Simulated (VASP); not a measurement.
Wanted: the native input for a VASP 6.6.1 run.

```yaml
Task: single point
Functional: PBEsol
Potentials_or_basis: VASP PAW PBE potentials, release 64 (Ti_sv, Ni)
Cutoff: 520 eV
k_mesh: 18 × 18 × 18
Occupations: gaussian, width 0.1 eV
Spin: no spin polarisation
Dipole_correction: no
Further_INCAR_settings: ALGO = Normal; EDIFF = 1e-06; NBANDS = 18
```

The structure of TiNi lies in POSCAR:

```
TiNi
1.0
    3.0154340644      0.0000000000      0.0000000000
    0.0000000000      3.0154340644      0.0000000000
    0.0000000000      0.0000000000      3.0154340644
Ti Ni
1 1
Direct
    0.5000000000      0.5000000000      0.5000000000
    0.0000000000      0.0000000000      0.0000000000
```

This cell differs from its parent crystal: equal strain along all axes, cell held: +1.5 %.

These files were run (other wordings do the same):

INCAR

```
SYSTEM = TiNi
ALGO = Normal ; EDIFF = 1E-6
ENCUT = 520 ; GGA = PS
ISIF = 2 ; ISMEAR = 0
LASPH = .True. ; LCHARG = .False.
LREAL = .False. ; LWAVE = .False.
NBANDS = 18 ; NELM = 100
PREC = Accurate ; SIGMA = 0.1
```

KPOINTS

```
k-points
0
Gamma
  18 18 18
  0 0 0
```

Potentials or basis: VASP PAW PBE potentials, release 64 (Ti_sv, Ni).

The run is started by

```console
$ cat potpaw_PBE.64/Ti_sv/POTCAR potpaw_PBE.64/Ni/POTCAR > POTCAR
$ mpirun -np 1 vasp_std > vasp.out
```

Results of the run:

```
Pressure               : -7.3 GPa
Band gap on the k mesh : zero (bands 11 and 12 overlap by 1.69 eV)
```

Caveat: the cell differs from its parent crystal (equal strain along all axes, cell held: +1.5 %); the cell stands under tension; the PAW data sets were made with another functional, which shifts forces and pressure a little.

It took 2.5 min on 1 thread of AMD EPYC 7R13 (shared host), peak memory 0.2 GiB.
